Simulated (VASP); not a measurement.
The system is Pr4Hg.

```
Pr Hg
1.0
     0.00000    5.32421    5.32421
     5.32421    0.00000    5.32421
     5.32421    5.32421    0.00000
Pr Hg
8 2
Direct
  0.62500 0.62500 0.62500
  0.62500 0.62500 0.12500
  0.62500 0.12500 0.62500
  0.12500 0.62500 0.62500
  0.12500 0.12500 0.12500
  0.12500 0.12500 0.62500
  0.12500 0.62500 0.12500
  0.62500 0.12500 0.12500
  0.00000 0.00000 0.00000
  0.25000 0.25000 0.25000
```

The cell was generated, and may not be a known phase.

- Program: VASP 6.6.1
- Task: relaxation of cell and atoms
- Functional: PBE
- Potentials or basis: VASP PAW PBE potentials, release 64 (Pr_3, Hg), 4f in core
- Cutoff: 500 eV
- k mesh: 3 × 3 × 3
- Occupations: gaussian, width 0.2 eV
- Spin: no spin polarisation

At the start: pressure 42.1 GPa; volume 30.19 Å³/atom.

Q: Where does the relaxation end?

A: Over 4 steps the energy falls by 1700.5 meV/atom and the volume is 50.20 Å³/atom (+66.3 %); space group Fd-3m (No. 227, to 0.1 Å) before and after.

The path:
| step | energy change (eV) | largest force (eV/Å) | pressure (GPa) | volume (Å³) |
| --- | --- | --- | --- | --- |
| 1 | 0.0000 | 0.0000 | 42.09 | 301.85 |
| 2 | -9.9887 | 0.0000 | -4.84 | 797.70 |
| 3 | -16.9975 | 0.0000 | -0.39 | 506.80 |
| 4 | -17.0052 | 0.0000 | -0.12 | 501.99 |

Final structure:
```yaml
crystal:
  lattice:
    - [0.00000, 6.30796, 6.30796]
    - [6.30796, 0.00000, 6.30796]
    - [6.30796, 6.30796, 0.00000]
  atoms:
    - { symbol: Pr, position: [0.62500, 0.62500, 0.62500] }
    - { symbol: Pr, position: [0.62500, 0.62500, 0.12500] }
    - { symbol: Pr, position: [0.62500, 0.12500, 0.62500] }
    - { symbol: Pr, position: [0.12500, 0.62500, 0.62500] }
    - { symbol: Pr, position: [0.12500, 0.12500, 0.12500] }
    - { symbol: Pr, position: [0.12500, 0.12500, 0.62500] }
    - { symbol: Pr, position: [0.12500, 0.62500, 0.12500] }
    - { symbol: Pr, position: [0.62500, 0.12500, 0.12500] }
    - { symbol: Hg, position: [0.00000, 0.00000, 0.00000] }
    - { symbol: Hg, position: [0.25000, 0.25000, 0.25000] }
```

Caveat: the volume moved by over 15 % at a fixed basis, so the end points are rough.
